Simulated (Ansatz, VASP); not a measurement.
**One calculation of ReI4, two programs**

The input INCAR:

```
ALGO = Normal
EDIFF = 1E-6
EDIFFG = -0.08
ENCUT = 600
GGA = PE
IBRION = 2
ISIF = 3
ISMEAR = 0
ISPIN = 2
LASPH = True
LCHARG = False
LMAXMIX = 4
LORBIT = 11
LREAL = False
LWAVE = False
MAGMOM = 1 0 0 0 0
NELM = 150
NSW = 36
PREC = Accurate
SIGMA = 0.15
```

File KPOINTS:

```
k-points
0
Gamma
  2 2 3
```

The input POSCAR:

```
ReI4
1.0
    4.5698601300     -4.7986703100      0.0000000000
    4.5698601300      4.7986703100      0.0000000000
    0.0000000000      0.0000000000      4.1035949100
Re I
1 4
Direct
    0.0000000000      0.0000000000      0.0000000000
    0.8105999900      0.1894000100      0.5000000000
    0.1894000100      0.8105999900      0.5000000000
    0.2852000000      0.2852000000      0.0000000000
    0.7148000000      0.7148000000      0.0000000000
```

Input for Ansatz:

```yaml
crystal:
  lattice:
    - [4.56986013, -4.79867031, 0.0]
    - [4.56986013, 4.79867031, 0.0]
    - [0.0, 0.0, 4.10359491]
  atoms:
    - { symbol: Re, position: [0.0, 0.0, 0.0], spin: 1.0 }
    - { symbol: I, position: [0.81059999, 0.18940001, 0.5] }
    - { symbol: I, position: [0.18940001, 0.81059999, 0.5] }
    - { symbol: I, position: [0.2852, 0.2852, 0.0] }
    - { symbol: I, position: [0.7148, 0.7148, 0.0] }
basis:
  ecutwfc: 420
kpoints:
  mp_grid: { grid: [2, 2, 3] }
hamiltonian:
  xc: pbe
scf:
  occupations: { method: gaussian, width: 0.15 }
  lower_state_search: "off"
output:
  forces: true
  stress: true
  eigenvalues: true
  populations: true
magnetization:
  spin_polarized: true
relax:
  adjacent_minimum: "off"
  f_tol: 0.08
  max_steps: 16
  cell: { stress_tol: 0.8 }
```

Change from the starting cell: species swapped into the OsCl4 type (Cmmm, No. 65).

Alike in both runs: task relaxation of cell and atoms; functional PBE; k mesh 2 × 2 × 3; occupations gaussian, width 0.15 eV; collinear spin.

|  | VASP | Ansatz |
| --- | --- | --- |
| version | VASP 6.6.1 | Ansatz 0.2.0 |
| potentials or method | VASP PAW PBE potentials, release 64 (Re, I), cutoff 600 eV | scalar-relativistic, plane waves, PAW |
| valence electrons in the cell | 35 | 83 |

```csv
,VASP,Ansatz,Ansatz less VASP
net moment per atom (μB),0.47,0.47,0.000
size of the moment on the site where the two differ most (μB),1.89,1.61,-0.272
relaxed volume (Å³/atom),41.04,41.60,+0.567
relaxed cell length with the largest relative difference (Å),7.241,7.287,+0.0458
```

Site moments also hang on the region over which each program counts them. VASP's potentials hold 35 valence electrons a cell and Ansatz's 83, so a difference there can come from the potentials and not from the codes.

The k mesh is coarse, so the values compare programs but aren't converged. Spin-orbit coupling is off throughout.
